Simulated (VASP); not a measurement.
# Sn (Fddd) in VASP: single point with PBE

Aim: the single point of Sn with PBE.

Everything below comes from runs of VASP 6.6.1. Logs are shortened: lines on timing, memory, paths and dates and some standing lists are left out, and cuts for length are marked.

### Step 1. The cell of the first run

The structure is orthorhombic, space group Fddd (No. 70). The conventional cell has a = 6.329 Å, b = 6.491 Å, c = 6.653 Å, α = 90.00°, β = 90.00°, γ = 90.00°. Within 3.7 Å of Sn (site symmetry 222) lie 4 Sn at 2.81 Å.

### Step 2. Single point, PBE (strain +0.0250 x Voigt [1, -1, 0, 0, 0, 0])

INCAR

```
PREC = Accurate
ENCUT = 520
EDIFF = 1E-6
ISMEAR = 0
SIGMA = 0.15
LREAL = F
LASPH = T
NELM = 60
ALGO = Fast
ISIF = 2
LWAVE = F
LCHARG = T
GGA = PE
LELF = T
LVHAR = T
NBANDS = 21
```

KPOINTS

```
regular mesh
0
Gamma
  12 12 12
```

POSCAR

```
Sn
1.0
    0.0000000000      3.1644600000      3.2456000000
    3.3267400000      0.0000000000      3.2456000000
    3.3267400000      3.1644600000      0.0000000000
Sn
2
Direct
    0.5000000000      0.5000000000      0.5000000000
    0.7500000000      0.7500000000      0.7500000000
```

Potentials or basis: VASP PAW PBE potentials, release 64 (Sn_d).

The run is started by

```
$ cat potpaw_PBE.64/Sn_d/POTCAR > POTCAR
$ mpirun -np 1 vasp_std > vasp.out
```

OUTCAR:

```text
PREC = Accurate
   ENCUT = 520
   EDIFF = 1E-6
   ISMEAR = 0
   LREAL = F
   LASPH = T
   NELM = 60
   ISIF = 2
   GGA = PE

 ion  position               nearest neighbor table
   1  0.500  0.500  0.500-   2 2.81   2 2.81   2 2.81   2 2.81
   2  0.750  0.750  0.750-   1 2.81   1 2.81   1 2.81   1 2.81

  LATTYP: Found a face centered orthorhombic cell.
 ALAT       =     6.3289200000
 B/A-ratio  =     1.0256410256
 C/A-ratio  =     1.0512820513

  Lattice vectors:

 A1 = (  -3.3267400000,   0.0000000000,  -3.2456000000)
 A2 = (  -3.3267400000,   3.1644600000,   0.0000000000)
 A3 = (   0.0000000000,   3.1644600000,  -3.2456000000)

Analysis of symmetry for initial positions (statically):
=====================================================================
 Subroutine PRICEL returns:
 Original cell was already a primitive cell.

 Routine SETGRP: Setting up the symmetry group for a
 face centered orthorhombic supercell.

 Subroutine GETGRP returns: Found  8 space group operations
 (whereof  4 operations were pure point group operations)
 out of a pool of  8 trial point group operations.

The static configuration has the point symmetry D_2 .
 The point group associated with its full space group is D_2h.

Analysis of symmetry for dynamics (positions and initial velocities):
=====================================================================
 Subroutine PRICEL returns:
 Original cell was already a primitive cell.

 Routine SETGRP: Setting up the symmetry group for a
 face centered orthorhombic supercell.

 Subroutine GETGRP returns: Found  8 space group operations
 (whereof  4 operations were pure point group operations)
 out of a pool of  8 trial point group operations.

The dynamic configuration has the point symmetry D_2 .
 The point group associated with its full space group is D_2h.

 Subroutine INISYM returns: Found  8 space group operations
 (whereof  4 operations are pure point group operations),
 and found     1 'primitive' translations

----------------------------------------------------------------------------------------

                                     Primitive cell

  volume of cell :      68.3350

  direct lattice vectors                    reciprocal lattice vectors
[... 82 lines left out ...]
   LNONCOLLINEAR =      F non collinear calculations
   LSORBIT =      F    spin-orbit coupling
   LASPH  =      T    aspherical Exc in radial PAW
   ENCUT  =  520.0 eV  38.22 Ry    6.18 a.u.   8.43  8.64  8.54*2*pi/ulx,y,z
   NELM   =     60;   NELMIN=  2; NELMDL= -5     # of ELM steps
   EDIFF  = 0.1E-05   stopping-criterion for ELM
   LREAL  =      F    real-space projection
   EDIFFG = 0.1E-04   stopping-criterion for IOM
   NSW    =      0    number of steps for IOM
   IBRION =     -1    ionic relax: 0-MD 1-quasi-New 2-CG
   NFREE  =      0    steps in history (QN), initial steepest desc. (CG)
   ISIF   =      2    stress and relaxation
   ISYM   =      2    0-nonsym 1-usesym 2-fastsym
   POTIM  = 0.5000    time-step for ionic-motion
   TEBEG  =    0.0;   TEEND  =   0.0 temperature during run
   PSTRESS=    0.0 pullay stress
   NELECT =      28.0000    total number of electrons
   NUPDOWN=      -1.0000    fix difference up-down
   EMIN   =  10.00;   EMAX   =-10.00  energy-range for DOS
   EFERMI =   0.00;   METHOD = LEGACY
   ISMEAR =     0;   SIGMA  =   0.15  broadening in eV -4-tet -1-fermi 0-gaus
   EFERMI_NEDOS =   21; number of points for ismear=-14 and -15
   IALGO  =     68    algorithm
   IMIX   =      4    mixing-type and parameters
     AMIX     =   0.40;   BMIX     =  1.00
     AMIX_MAG =   1.60;   BMIX_MAG =  1.00
  volume/ion in A,a.u.               =      34.17       230.57
  Fermi-wavevector in a.u.,A,eV,Ry     =   1.215942  2.297798 20.116432  1.478516
  Thomas-Fermi vector in A             =   2.351313
   LORBIT       =      0    0 simple, 1 ext, 2 COOP (PROOUT), +10 PAW based schemes
   GGA     = PE    functional components
   LHFCALC =     F    Hartree Fock is set to
   AEXX    =    0.0000 exact exchange contribution
   IVDW    =     0    specifies the selected vdW correction
   LEPSILON=     F    determine dielectric tensor
   LRPA    =     F    only Hartree local field effects (RPA)
 non-spin polarized calculation
 RMM-DIIS sequential band-by-band and
 Gauss-broadening in eV      SIGMA  =   0.15
  energy-cutoff  :      520.00
  volume of cell :       68.34
 maximum number of plane-waves:      1866
 NGX is ok and might be reduce to    36
   NGX = 17   NGY = 17   NGZ = 17

 number of electron      27.9999996 magnetization

 Free energy of the ion-electron system (eV)
  ---------------------------------------------------
  ext. energy  EPLUGINS =         0.00000000
  ---------------------------------------------------
  free energy    TOTEN  =        -7.63595216 eV

  energy without entropy =       -7.63418035  energy(sigma->0) =       -7.63506625

 E-fermi :   5.6718     XC(G=0):  -8.8779

 val. band max:        5.6545835683   @ k =   0.4167  -0.0000  -0.0000
 cond. band min:       5.6765178029   @ k =   0.1667   0.0833   0.0833
 fundamental gap:      0.0219342346
 Fermi energy:         5.6718347843

 k-point     1 :       0.0000    0.0000    0.0000
  band No.  band energies     occupation
      1     -16.0534      2.00000
      2     -16.0429      2.00000
      3     -16.0339      2.00000
      4     -15.9869      2.00000
      5     -15.9808      2.00000
      6     -15.6913      2.00000
[... 565 lines left out ...]
     20      13.5537      0.00000
     21      13.7551      0.00000

 [... further k-points ...]

------------------------ aborting loop because EDIFF is reached ----------------------------------------

  FORCE on cell =-STRESS in cart. coord.  units (eV):
  Direction    XX          YY          ZZ          XY          YZ          ZX
  --------------------------------------------------------------------------------------
  -------------------------------------------------------------------------------------
  Total        1.0290993      1.6416669      1.3723372      0.0000000      0.0000000      0.0000000
  in kB       24.1281712     38.4903780     32.1756973      0.0000000      0.0000000      0.0000000
  external PRESSURE =      31.5980822 kB  Pullay stress =       0.0000000 kB

 VOLUME and BASIS-vectors are now :
 -----------------------------------------------------------------------------
  energy-cutoff  :      520.00
  volume of cell :       68.34
      direct lattice vectors                 reciprocal lattice vectors
     0.000000000  3.164460000  3.245600000    -0.150297288  0.158004841  0.154054720
     3.326740000  0.000000000  3.245600000     0.150297288 -0.158004841  0.154054720
     3.326740000  3.164460000  0.000000000     0.150297288  0.158004841 -0.154054720

 POSITION                                       TOTAL-FORCE (eV/Angst)
 -----------------------------------------------------------------------------------
      3.32674      3.16446      3.24560        -0.000000     -0.000000     -0.000000
      4.99011      4.74669      4.86840         0.000000      0.000000      0.000000
 -----------------------------------------------------------------------------------
    total drift:                                0.000000      0.000000      0.000000

  FREE ENERGIE OF THE ION-ELECTRON SYSTEM (eV)
  ---------------------------------------------------
  free  energy   TOTEN  =        -7.6359521571 eV

  energy  without entropy=       -7.6341803489  energy(sigma->0) =       -7.63506625
```

Wall time 8.9 min (1 thread of Intel Xeon 8259CL, shared host); peak memory 0.44 GiB.

Results:

```yaml
Free_energy: -7.6360 eV
Pressure: 3.2 GPa
Band_gap_on_the_k_mesh: zero (bands 14 and 15 overlap by 0.12 eV)
```

Stress tensor (GPa, compression positive):
```
2.41 0.00 0.00
0.00 3.85 0.00
0.00 0.00 3.22
```

Levels at points of the mesh, in eV from the Fermi level:
| k point | band 10 | band 11 | band 12 | band 13 | band 14 | band 15 | band 16 | band 17 | band 18 | band 19 |
| --- | --- | --- | --- | --- | --- | --- | --- | --- | --- | --- |
| (0.00, 0.00, 0.00) | -21.33 | -10.63 | -0.68 | -0.12 | 0.06 | 0.22 | 2.03 | 2.14 | 2.24 | 4.99 |
| (0.50, 0.00, 0.00) | -21.28 | -9.01 | -6.32 | -1.30 | -0.99 | -0.06 | 3.12 | 3.31 | 5.63 | 8.33 |
| (0.50, 0.50, 0.00) | -21.27 | -7.54 | -7.54 | -2.48 | -2.48 | 0.79 | 0.79 | 7.58 | 7.58 | 9.11 |
| (0.50, 0.00, 0.50) | -21.28 | -7.45 | -7.45 | -2.62 | -2.62 | 0.64 | 0.64 | 7.69 | 7.69 | 9.29 |
| (0.00, 0.50, 0.50) | -21.26 | -7.63 | -7.63 | -2.35 | -2.35 | 0.95 | 0.95 | 7.63 | 7.63 | 9.15 |

Caveat: the cell differs from its parent crystal (strain +0.0250 x Voigt [1, -1, 0, 0, 0, 0]); the cell stands under pressure; spin-orbit coupling is left out, which moves the levels of the heavy elements.

The gap in the log of VASP goes by the Fermi energy; the results here count the filled bands.